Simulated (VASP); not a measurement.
Here is a VASP 6.6.1 calculation.

Contents of INCAR:

```
PREC = Accurate
ENCUT = 600
EDIFF = 1E-7
ISMEAR = 0
SIGMA = 0.1
LREAL = F
LASPH = T
NELM = 120
ALGO = Normal
ISIF = 3
LWAVE = F
LCHARG = F
GGA = PE
IBRION = 2
NSW = 100
EDIFFG = -0.01
GGA_COMPAT = F
NELMIN = 4
```

KPOINTS

```
regular mesh
0
Gamma
  8 8 8
```

Contents of POSCAR:

```
MgCd3O
1.0
    4.6912869504      0.0000000000      0.0000000000
    0.0000000000      4.6912869504      0.0000000000
    0.0000000000      0.0000000000      4.6912869504
Mg Cd O
1 3 1
Direct
    0.5000000000      0.5000000000      0.5000000000
    0.5000000000      0.0000000000      0.0000000000
    0.0000000000      0.5000000000      0.0000000000
    0.0000000000      0.0000000000      0.5000000000
    0.0000000000      0.0000000000      0.0000000000
```

Potentials or basis: VASP PAW PBE potentials, release 64 (Mg, Cd, O).

Command:

```console
$ cat potpaw_PBE.64/Mg/POTCAR potpaw_PBE.64/Cd/POTCAR potpaw_PBE.64/O/POTCAR > POTCAR
$ mpirun -np 1 vasp_std > vasp.out
```

Problem. What does it give for the space group after relaxing (to 0.1 Å)?

Solution. Pm-3m (No. 221).

Problem. Predict the relaxed volume.

Solution. 20.90 Å³/atom.

Problem. What does it give for the band gap on the k mesh?

Solution. Zero (bands 22 and 23 overlap by 1.69 eV).

Problem. What does it give for the relaxed cell?

Solution. a = 4.710 Å, b = 4.710 Å, c = 4.710 Å, α = 90.00°, β = 90.00°, γ = 90.00°.

The path:
```
step  energy change (eV)  largest force (eV/Å)  pressure (GPa)  volume (Å³)
   1              0.0000                0.0000            0.64       103.25
   2             -0.0023                0.0000           -0.04       104.49
```
